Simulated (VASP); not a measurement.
Write the native input for VASP 6.6.1 that does the following.

| Quantity | Value |
| --- | --- |
| Task | relaxation of cell and atoms |
| Functional | LDA |
| Potentials or basis | VASP PAW LDA potentials, release 64 (Na_pv, Ca_sv) |
| Cutoff | 600 eV |
| k mesh | 5 × 5 × 5 |
| Occupations | gaussian, width 0.02 eV |
| Spin | no spin polarisation |
| Dipole correction | no |
| Further INCAR settings | ALGO = Normal; EDIFF = 1e-06; IBRION = 2; EDIFFG = -0.02; NSW = 60; ISIF = 3 |

The structure of NaCa3 lies in POSCAR:

```
NaCa3
1.0
    0.0000000000      4.3373260000      4.3373260000
    4.3373260000      0.0000000000      4.3373260000
    4.3373260000      4.3373260000      0.0000000000
Na Ca
1 3
Direct
    0.0000000000      0.0000000000      0.0000000000
    0.2500000000      0.2500000000      0.2500000000
    0.7500000000      0.7500000000      0.7500000000
    0.5000000000      0.5000000000      0.5000000000
```

One way to write it, as run:

INCAR

```
SYSTEM = NaCa3
ALGO = Normal
EDIFF = 1E-6
EDIFFG = -0.02
ENCUT = 600
GGA = CA
IBRION = 2
ISIF = 3
ISMEAR = 0
LASPH = .True.
LCHARG = .False.
LREAL = .False.
LWAVE = .False.
NELM = 60
NSW = 60
PREC = Accurate
SIGMA = 0.02
```

KPOINTS

```
k-points
0
Gamma
  5 5 5
  0 0 0
```

Potentials or basis: VASP PAW LDA potentials, release 64 (Na_pv, Ca_sv).

Run with:

```bash
$ cat potpaw_LDA.64/Na_pv/POTCAR potpaw_LDA.64/Ca_sv/POTCAR > POTCAR
$ mpirun -np 1 vasp_std > vasp.out
```

It gave:

```
Relaxed volume                         : 37.25 Å³/atom
Relaxed cell                           : a = 5.951 Å, b = 5.951 Å, c = 5.951 Å, α = 60.00°, β = 60.00°, γ = 60.00°
Space group after relaxing (to 0.05 Å) : Fm-3m (No. 225)
Energy gained by relaxing              : 16.2 meV/atom
Ionic steps                            : 3
Pressure after relaxing                : 0.0 GPa
```

Run time: 88 s on 1 thread of Intel(R) Xeon(R) Platinum 8375C CPU @ 2.90GHz (Ice Lake), on a shared host, peak memory 0.29 GiB.
